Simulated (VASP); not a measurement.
# Ir3C in VASP: single point with LDA

Aim: the single point of Ir3C with LDA.

Program: VASP 6.6.1. These are calculated values, not measurements. Logs are shortened: lines on timing, memory, paths and dates and some standing lists are left out, and cuts for length are marked.

## 1. The cell of the first run

The cell holds a slab with vacuum, 4 atoms: a = 2.695 Å, b = 2.695 Å, c = 20.634 Å, α = 90.00°, β = 90.00°, γ = 90.00°.

## 2. Single point, LDA, collinear spin

Input file INCAR:

```
SYSTEM = Ir3C
PREC     = Accurate       ! precision mode
ENCUT    = 520            ! plane-wave cutoff, eV
EDIFF    = 1E-6           ! SCF threshold, eV
ISMEAR   = 0              ! smearing method
SIGMA    = 0.1            ! smearing width, eV
LREAL    = .FALSE.        ! projectors in reciprocal space
LASPH    = .TRUE.         ! aspherical terms in the spheres
NELM     = 150            ! most SCF steps
ALGO     = Normal         ! electronic algorithm
ISIF     = 2              ! what is computed and relaxed
LWAVE    = .FALSE.        ! write WAVECAR
LCHARG   = .FALSE.        ! write CHGCAR
ISPIN    = 2              ! spin polarisation
MAGMOM   = 0 0 0 2        ! initial moments
LORBIT   = 11             ! projections on sites
LMAXMIX  = 4              ! l up to which the mixer works
LDIPOL   = .TRUE.       
IDIPOL   = 3            
DIPOL    = 0.5 0.5 0.328
GGA      = CA             ! functional
NBANDS   = 28             ! bands
```

Input file KPOINTS:

```
regular mesh
0
G
  10 10 1
  0 0 0
```

Input file POSCAR:

```
Ir3C
1.0
    2.6946510889      0.0000000000      0.0000000000
    0.0000000000      2.6946510889      0.0000000000
    0.0000000000      0.0000000000     20.6339620658
Ir C
3 1
Direct
    0.5000000000      0.5000000000      0.1938551591
    0.0000000000      0.0000000000      0.2819107364
    0.5000000000      0.5000000000      0.3699707328
    0.8333333333      0.5000000000      0.4659290366
```

Potentials or basis: VASP PAW LDA potentials, release 64 (Ir, C).

The run is started by

```bash
> cat potpaw_LDA.64/Ir/POTCAR potpaw_LDA.64/C/POTCAR > POTCAR
> mpirun -np 1 vasp_std > vasp.out
```

OUTCAR:

```text
SYSTEM = Ir3C
   PREC = Accurate
   ENCUT = 520
   EDIFF = 1E-6
   ISMEAR = 0
   LREAL = .FALSE.
   LASPH = .TRUE.
   NELM = 150
   ISIF = 2
   ISPIN = 2
   LORBIT = 11
   GGA = CA

 ion  position               nearest neighbor table
   1  0.500  0.500  0.194-   2 2.63   2 2.63   2 2.63   2 2.63
   2  0.000  0.000  0.282-   1 2.63   1 2.63   1 2.63   1 2.63   3 2.63   3 2.63   3 2.63   3 2.63

   3  0.500  0.500  0.370-   4 2.17   2 2.63   2 2.63   2 2.63   2 2.63   4 2.67
   4  0.833  0.500  0.466-   3 2.17   3 2.67

  LATTYP: Found a simple tetragonal cell.
 ALAT       =     2.6946510889
 C/A-ratio  =     7.6573780371

  Lattice vectors:

 A1 = (   2.6946510889,   0.0000000000,   0.0000000000)
 A2 = (   0.0000000000,   2.6946510889,   0.0000000000)
 A3 = (   0.0000000000,   0.0000000000,  20.6339620658)

Analysis of symmetry for initial positions (statically):
=====================================================================
 Subroutine PRICEL returns:
 Original cell was already a primitive cell.

 Routine SETGRP: Setting up the symmetry group for a
 simple tetragonal supercell.

 Subroutine GETGRP returns: Found  2 space group operations
 (whereof  2 operations were pure point group operations)
 out of a pool of 16 trial point group operations.

The static configuration has the point symmetry C_1h.

Analysis of symmetry for dynamics (positions and initial velocities):
=====================================================================
 Subroutine PRICEL returns:
 Original cell was already a primitive cell.

 Routine SETGRP: Setting up the symmetry group for a
 simple tetragonal supercell.

 Subroutine GETGRP returns: Found  2 space group operations
 (whereof  2 operations were pure point group operations)
 out of a pool of 16 trial point group operations.

The dynamic configuration has the point symmetry C_1h.

Analysis of structural, dynamic, and magnetic symmetry:
=====================================================================
 Subroutine PRICEL returns:
 Original cell was already a primitive cell.

 Routine SETGRP: Setting up the symmetry group for a
 simple tetragonal supercell.

 Subroutine GETGRP returns: Found  2 space group operations
 (whereof  2 operations were pure point group operations)
 out of a pool of 16 trial point group operations.

The overall configuration has the point symmetry C_1h.

 Subroutine INISYM returns: Found  2 space group operations
 (whereof  2 operations are pure point group operations),
 and found     1 'primitive' translations

----------------------------------------------------------------------------------------

                                     Primitive cell

  volume of cell :     149.8262

  direct lattice vectors                    reciprocal lattice vectors
     2.694651089  0.000000000  0.000000000     0.371105559  0.000000000  0.000000000
     0.000000000  2.694651089  0.000000000     0.000000000  0.371105559  0.000000000
     0.000000000  0.000000000 20.633962066     0.000000000  0.000000000  0.048463790

  length of vectors
     2.694651089  2.694651089 20.633962066     0.371105559  0.371105559  0.048463790

  position of ions in fractional coordinates (direct lattice)
     0.500000000  0.500000000  0.193855159
     0.000000000  0.000000000  0.281910736
     0.500000000  0.500000000  0.369970733
     0.833333333  0.500000000  0.465929037

  ion indices of the primitive-cell ions
   primitive index   ion index
                 1           1
                 2           2
                 3           3
                 4           4

----------------------------------------------------------------------------------------

 KPOINTS: regular mesh

Automatic generation of k-mesh.
 Grid dimensions read from file:
 generate k-points for:   10   10    1

 Generating k-lattice:

  Cartesian coordinates                     Fractional coordinates (reciprocal lattice)
     0.037110556  0.000000000  0.000000000     0.100000000  0.000000000  0.000000000
     0.000000000  0.037110556  0.000000000     0.000000000  0.100000000  0.000000000
     0.000000000  0.000000000  0.048463790     0.000000000  0.000000000  1.000000000

  Length of vectors
     0.037110556  0.037110556  0.048463790

  Shift w.r.t. Gamma in fractional coordinates (k-lattice)
     0.000000000  0.000000000  0.000000000

 Subroutine IBZKPT returns following result:
 ===========================================

 Found     36 irreducible k-points:

 Following reciprocal coordinates:
            Coordinates               Weight
  0.000000  0.000000  0.000000      1.000000
  0.100000  0.000000  0.000000      2.000000
  0.000000  0.100000  0.000000      2.000000
  0.200000  0.000000  0.000000      2.000000
  0.000000  0.200000  0.000000      2.000000
  0.300000  0.000000  0.000000      2.000000
[... 16 lines left out ...]
 -0.200000  0.300000  0.000000      4.000000
  0.400000  0.200000  0.000000      4.000000
 [... further k-points ...]
   k-points           NKPTS =     36   k-points in BZ     NKDIM =     36   number of bands    NBANDS=     28
   number of dos      NEDOS =    301   number of ions     NIONS =      4
   total plane-waves  NPLWV =  64000
   dimension x,y,z NGX =    20 NGY =   20 NGZ =  160
   dimension x,y,z NGXF=    40 NGYF=   40 NGZF=  320
   ions per type =               3   1
   NGX,Y,Z   is equivalent  to a cutoff of  12.34, 12.34, 12.89 a.u.
   NGXF,Y,Z  is equivalent  to a cutoff of  24.68, 24.68, 25.78 a.u.
 SYSTEM =  Ir3C
   PREC   = accura    normal or accurate (medium, high low for compatibility)
   ISTART =      0    job   : 0-new  1-cont  2-samecut
   ICHARG =      2    charge: 1-file 2-atom 10-const
   ISPIN  =      2    spin polarized calculation?
   LNONCOLLINEAR =      F non collinear calculations
   LSORBIT =      F    spin-orbit coupling
   LASPH  =      T    aspherical Exc in radial PAW
   ENCUT  =  520.0 eV  38.22 Ry    6.18 a.u.   5.01  5.01 38.37*2*pi/ulx,y,z
   NELM   =    150;   NELMIN=  2; NELMDL= -5     # of ELM steps
   EDIFF  = 0.1E-05   stopping-criterion for ELM
   LREAL  =      F    real-space projection
   EDIFFG = 0.1E-04   stopping-criterion for IOM
   NSW    =      0    number of steps for IOM
   IBRION =     -1    ionic relax: 0-MD 1-quasi-New 2-CG
   NFREE  =      0    steps in history (QN), initial steepest desc. (CG)
   ISIF   =      2    stress and relaxation
   ISYM   =      2    0-nonsym 1-usesym 2-fastsym
   POTIM  = 0.5000    time-step for ionic-motion
   TEBEG  =    0.0;   TEEND  =   0.0 temperature during run
   PSTRESS=    0.0 pullay stress
   NELECT =      31.0000    total number of electrons
   NUPDOWN=      -1.0000    fix difference up-down
   EMIN   =  10.00;   EMAX   =-10.00  energy-range for DOS
   EFERMI =   0.00;   METHOD = LEGACY
   ISMEAR =     0;   SIGMA  =   0.10  broadening in eV -4-tet -1-fermi 0-gaus
   EFERMI_NEDOS =   21; number of points for ismear=-14 and -15
   IALGO  =     38    algorithm
   IMIX   =      4    mixing-type and parameters
     AMIX     =   0.40;   BMIX     =  1.00
     AMIX_MAG =   1.60;   BMIX_MAG =  1.00
  volume/ion in A,a.u.               =      37.46       252.77
  Fermi-wavevector in a.u.,A,eV,Ry     =   0.968277  1.829778 12.756276  0.937560
  Thomas-Fermi vector in A             =   2.098233
   LORBIT       =     11    0 simple, 1 ext, 2 COOP (PROOUT), +10 PAW based schemes
   GGA     = CA    functional components
   LHFCALC =     F    Hartree Fock is set to
   AEXX    =    0.0000 exact exchange contribution
   IVDW    =     0    specifies the selected vdW correction
   LEPSILON=     F    determine dielectric tensor
   LRPA    =     F    only Hartree local field effects (RPA)
 spin polarized calculation
 Gauss-broadening in eV      SIGMA  =   0.10
  energy-cutoff  :      520.00
  volume of cell :      149.83
 maximum number of plane-waves:      4072
   NGX = 11   NGY = 11   NGZ = 77

 dipolmoment           0.000000      0.000000     -0.159661 electrons x Angstroem

 number of electron      30.9999998 magnetization       0.0003433

 dipolmoment           0.000000      0.000000      0.043576 electrons x Angstroem

 Free energy of the ion-electron system (eV)
  ---------------------------------------------------
  ext. energy  EPLUGINS =         0.00000000
  ---------------------------------------------------
  free energy    TOTEN  =       -33.97440071 eV

  energy without entropy =      -33.95478650  energy(sigma->0) =      -33.96459361

 E-fermi :  -1.0390     XC(G=0):  -5.6924

 val. band max:       -1.0487747977   @ k =   0.1000   0.0000   0.0000
 cond. band min:      -1.0092268450   @ k =   0.0000   0.3000   0.0000
 fundamental gap:      0.0395479527
 Fermi energy:        -1.0389858847

 spin component 1

 k-point     1 :       0.0000    0.0000    0.0000
  band No.  band energies     occupation
      1     -12.4507      1.00000
      2     -10.8832      1.00000
      3      -8.7487      1.00000
      4      -8.4082      1.00000
      5      -8.2248      1.00000
      6      -6.6064      1.00000
[... 19 lines left out ...]
     26       6.8089      0.00000
     27       8.1715      0.00000

 k-point     2 :       0.1000    0.0000    0.0000
  band No.  band energies     occupation
      1     -12.2569      1.00000
      2     -10.6748      1.00000
      3      -8.5287      1.00000
      4      -8.2048      1.00000
      5      -8.0223      1.00000
      6      -6.4853      1.00000
[... 652 lines left out ...]
 k-point    24 :       0.4000    0.2000    0.0000
  band No.  band energies     occupation
      1     -10.1515      1.00000
      2      -8.1129      1.00000
      3      -7.8048      1.00000
      4      -7.0204      1.00000
      5      -6.4791      1.00000
      6      -6.1943      1.00000
[... 19 lines left out ...]
     26       9.3785      0.00000
     27       9.7151      0.00000

 [... further k-points ...]

 spin component 2

 k-point     1 :       0.0000    0.0000    0.0000
  band No.  band energies     occupation
      1     -12.4508      1.00000
      2     -10.8832      1.00000
      3      -8.7487      1.00000
      4      -8.4082      1.00000
      5      -8.2247      1.00000
      6      -6.6064      1.00000
[... 19 lines left out ...]
     26       6.8158      0.00000
     27       8.1787      0.00000

 k-point     2 :       0.1000    0.0000    0.0000
  band No.  band energies     occupation
      1     -12.2570      1.00000
      2     -10.6748      1.00000
      3      -8.5287      1.00000
      4      -8.2048      1.00000
      5      -8.0223      1.00000
      6      -6.4853      1.00000
[... 652 lines left out ...]
 k-point    24 :       0.4000    0.2000    0.0000
  band No.  band energies     occupation
      1     -10.1515      1.00000
      2      -8.1129      1.00000
      3      -7.8048      1.00000
      4      -7.0204      1.00000
      5      -6.4791      1.00000
      6      -6.1943      1.00000
[... 19 lines left out ...]
     26       9.3826      0.00000
     27       9.7198      0.00000

 [... further k-points ...]

 [bands above 27 left out]

------------------------ aborting loop because EDIFF is reached ----------------------------------------

 vacuum level on the upper side and lower side of the slab       (xc-potential included)         0.521        -0.538

  FORCE on cell =-STRESS in cart. coord.  units (eV):
  Direction    XX          YY          ZZ          XY          YZ          ZX
  --------------------------------------------------------------------------------------
  -------------------------------------------------------------------------------------
  Total       -4.0263359     -1.9745397     -4.3932519      0.0000000      0.0000000     -0.3139334
  in kB      -43.0559200    -21.1148863    -46.9795641      0.0000000      0.0000000     -3.3570703
  external PRESSURE =     -37.0501235 kB  Pullay stress =       0.0000000 kB

 VOLUME and BASIS-vectors are now :
 -----------------------------------------------------------------------------
  energy-cutoff  :      520.00
  volume of cell :      149.83
      direct lattice vectors                 reciprocal lattice vectors
     2.694651089  0.000000000  0.000000000     0.371105559  0.000000000  0.000000000
     0.000000000  2.694651089  0.000000000     0.000000000  0.371105559  0.000000000
     0.000000000  0.000000000 20.633962066     0.000000000  0.000000000  0.048463790

 POSITION                                       TOTAL-FORCE (eV/Angst)
 -----------------------------------------------------------------------------------
      1.34733      1.34733      4.00000        -0.223296      0.000000     -0.289600
      0.00000      0.00000      5.81694        -0.074707      0.000000     -0.791039
      1.34733      1.34733      7.63396         0.935090      0.000000      4.543394
      2.24554      1.34733      9.61396        -0.637086      0.000000     -3.462754
 -----------------------------------------------------------------------------------
    total drift:                                0.000135      0.000000     -0.000000

  FREE ENERGIE OF THE ION-ELECTRON SYSTEM (eV)
  ---------------------------------------------------
  free  energy   TOTEN  =       -33.9744007084 eV

  energy  without entropy=      -33.9547865031  energy(sigma->0) =      -33.96459361

 vacuum level on the upper side and lower side of the slab         5.943         4.858

 total charge

# of ion       s       p       d       tot
------------------------------------------
    1        0.673   0.550   7.019   8.242
    2        0.711   0.820   7.066   8.597
    3        0.694   0.702   7.009   8.405
    4        1.022   0.966   0.000   1.988
--------------------------------------------------
tot          3.100   3.038  21.094  27.232

 magnetization (x)

# of ion       s       p       d       tot
------------------------------------------
    1        0.000   0.000   0.000   0.000
    2        0.000  -0.000   0.000   0.000
    3        0.000  -0.000  -0.000  -0.000
    4       -0.000  -0.000   0.000  -0.000
--------------------------------------------------
tot          0.000  -0.000   0.000  -0.000
```

Wall time 11 min (1 thread of Intel Xeon 8259CL, shared host); peak memory 0.37 GiB.

What came out:

* Free energy: -33.9744 eV
* Largest force: 4.639 eV/Å
* Net moment: 0.00 μB per cell
* Valence electrons inside the program's atomic spheres: Ir 8.24, 8.60, 8.40; C 1.99

Forces on the atoms (eV/Å):
```
Ir  -0.223  0.000 -0.290
Ir  -0.075  0.000 -0.791
Ir   0.935  0.000  4.543
C   -0.637  0.000 -3.463
```

Caveat: spin-orbit coupling is left out, which moves the levels of the heavy elements.
